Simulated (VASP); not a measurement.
# Cu2BrCl: single point with PBE

Crystal: Cu2BrCl.

```xyz
4
Lattice="1.8919 1.0923 6.1661 -1.8919 1.0923 6.1661 0.0000 -2.1846 6.1661" Properties=species:S:1:pos:R:3 pbc="T T T"
Br    0.0000    0.0000    0.0000
Cu    0.0000    0.0000   13.9034
Cu    0.0000    0.0000    4.5949
Cl    0.0000    0.0000    9.2492
```

- Program: VASP 6.6.1
- Task: single point
- Functional: PBE
- Potentials or basis: VASP PAW PBE potentials, release 64 (Br, Cu, Cl)
- Cutoff: 520 eV
- k mesh: 8 × 8 × 8
- Occupations: fermi-dirac, width 0.05 eV
- Spin: no spin polarisation

| Property | Result |
| --- | --- |
| Pressure | -1.9 GPa |
| Largest force | 0.063 eV/Å |
| Band gap on the k mesh | 0.06 eV |

Forces in eV/Å, atoms in the order of the input:
```
Br   0.000  0.000  0.000
Cu   0.000  0.000  0.063
Cu   0.000  0.000 -0.063
Cl   0.000  0.000  0.000
```

Stress tensor (GPa, compression positive):
```
-1.85  0.00  0.00
 0.00 -1.85  0.00
 0.00  0.00 -1.93
```

Levels at points of the mesh, in eV from the valence-band top:
| k point | band 15 | band 16 | band 17 | band 18 | band 19 | band 20 | band 21 | band 22 |
| --- | --- | --- | --- | --- | --- | --- | --- | --- |
| (0.00, 0.00, 0.00) | -1.17 | -1.08 | 0.00 | 0.00 | 0.06 | 3.08 | 5.95 | 5.95 |
| (0.50, 0.00, 0.00) | -0.83 | -0.75 | -0.67 | -0.65 | 2.24 | 2.70 | 5.38 | 6.02 |
| (0.50, 0.50, 0.00) | -1.07 | -1.01 | -0.03 | -0.02 | 0.51 | 3.08 | 5.91 | 5.94 |
| (0.50, 0.50, 0.50) | -0.76 | -0.76 | -0.50 | -0.50 | 2.29 | 2.37 | 6.31 | 6.86 |

It took 14 min on 1 thread of Oxide Virtual Turin-like Processor, on a shared host, peak memory 0.38 GiB.

Caveat: the smearing spreads over this small gap; semilocal functionals underestimate gaps, and a narrow one can read as zero. A k mesh can miss the band edges.
